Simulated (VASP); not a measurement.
Here is a VASP 6.6.1 calculation.

Contents of POSCAR:

```
GaN
1.0
    0.0000000000      2.1085152343      2.0663449296
    2.1085152343      0.0000000000      2.0663449296
    2.1085152343      2.1085152343      0.0000000000
Ga N
1 1
Direct
    0.0000000000      0.0000000000      0.0000000000
    0.5000000000      0.5000000000      0.5000000000
```

INCAR.step1

```
ALGO = Normal
EDIFF = 1E-4
ENCUT = 520
GGA = PE
ISMEAR = 0
LASPH = T
LCHARG = F
LREAL = F
LWAVE = T
NBANDS = 16
NELM = 100
PREC = Accurate
SIGMA = 0.01
```

File INCAR.step2:

```
ALGO = Normal
EDIFF = 1E-6
ENCUT = 520
ISIF = 2
ISMEAR = 0
ISTART = 1
LASPH = T
LCHARG = F
LMIXTAU = T
LREAL = F
LWAVE = F
METAGGA = R2SCAN
NBANDS = 16
NELM = 100
PREC = Accurate
SIGMA = 0.01
```

Contents of KPOINTS:

```
k-points
0
Gamma
  10 10 10
```

Potentials or basis: VASP PAW PBE potentials, release 64 (Ga_d, N).

Run with:

```console
$ cat potpaw_PBE.64/Ga_d/POTCAR potpaw_PBE.64/N/POTCAR > POTCAR
$ cp INCAR.step1 INCAR
$ mpirun -np 1 vasp_std > vasp.out
$ cp INCAR.step2 INCAR
$ mpirun -np 1 vasp_std > vasp.out
```

(1) Predict the pressure.

(2) What does it give for the band gap on the k mesh?

Answers

(1) 6.8 GPa.

(2) 1.16 eV, indirect (least direct gap 3.62 eV).

Caveat: the cell differs from its parent crystal (uniaxial z strain -2.0%); the PAW data sets were made with another functional, which shifts forces and pressure a little.
